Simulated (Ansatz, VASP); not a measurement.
## HfAs4: VASP beside Ansatz

Contents of INCAR:

```
PREC = Accurate ; ENCUT = 600
EDIFF = 1E-6 ; ISMEAR = 0
SIGMA = 0.1 ; LREAL = False
LASPH = True ; NELM = 60
ALGO = Normal ; ISIF = 3
LWAVE = False ; LCHARG = False
GGA = PE ; IBRION = 2
NSW = 90 ; EDIFFG = -0.04
```

KPOINTS

```
regular mesh
0
Gamma
  4 4 4
```

POSCAR

```
HfAs4
1.0
    4.5805458200      0.0000000000      0.0000000000
    0.0000000000      4.5805458200      0.0000000000
    0.0000000000      0.0000000000      6.4778700200
Hf As
1 4
Direct
    0.0000000000      0.0000000000      0.0000000000
    0.5000000000      0.0000000000      0.2500000000
    0.0000000000      0.5000000000      0.7500000000
    0.5000000000      0.0000000000      0.7500000000
    0.0000000000      0.5000000000      0.2500000000
```

Input for Ansatz:

```yaml
crystal:
  lattice:
    - [4.58054582, 0.0, 0.0]
    - [0.0, 4.58054582, 0.0]
    - [0.0, 0.0, 6.47787002]
  atoms:
    - { symbol: Hf, position: [0.0, 0.0, 0.0] }
    - { symbol: As, position: [0.5, 0.0, 0.25] }
    - { symbol: As, position: [0.0, 0.5, 0.75] }
    - { symbol: As, position: [0.5, 0.0, 0.75] }
    - { symbol: As, position: [0.0, 0.5, 0.25] }
basis:
  ecutwfc: 420
kpoints:
  mp_grid: { grid: [4, 4, 4] }
hamiltonian:
  xc: pbe
scf:
  occupations: { method: gaussian, width: 0.1 }
  lower_state_search: "off"
output:
  forces: true
  stress: true
  eigenvalues: true
relax:
  adjacent_minimum: "off"
  f_tol: 0.04
  max_steps: 70
  cell: { stress_tol: 0.4 }
```

Change from the starting cell: ordered vacancies on the cation sites of fluorite (P4/mmm, No. 123).

Alike in both runs: task relaxation of cell and atoms; functional PBE; k mesh 4 × 4 × 4; occupations gaussian, width 0.1 eV; no spin polarisation.

|  | VASP | Ansatz |
| --- | --- | --- |
| version | VASP 6.6.1 | Ansatz 0.2.0 |
| potentials or method | VASP PAW PBE potentials, release 64 (Hf_pv, As), cutoff 600 eV | scalar-relativistic, plane waves, PAW |
| valence electrons in the cell | 30 | 86 |

|  | VASP | Ansatz | Ansatz less VASP |
| --- | --- | --- | --- |
| gap on the k mesh at the Fermi level, each at its own relaxed structure (eV) | none | none | - |
| relaxed volume (Å³/atom) | 22.90 | 22.90 | -0.005 |
| relaxed cell length with the largest relative difference (Å) | 5.578 | 5.585 | +0.0074 |

A gap of «none» marks a metal or a gap that the smearing closes. VASP's potentials hold 30 valence electrons a cell and Ansatz's 86, so a difference there can come from the potentials and not from the codes.

Spin-orbit coupling is off throughout. Noted on VASP's run: the volume moved by over 15 % at a fixed basis, so the end points are rough.
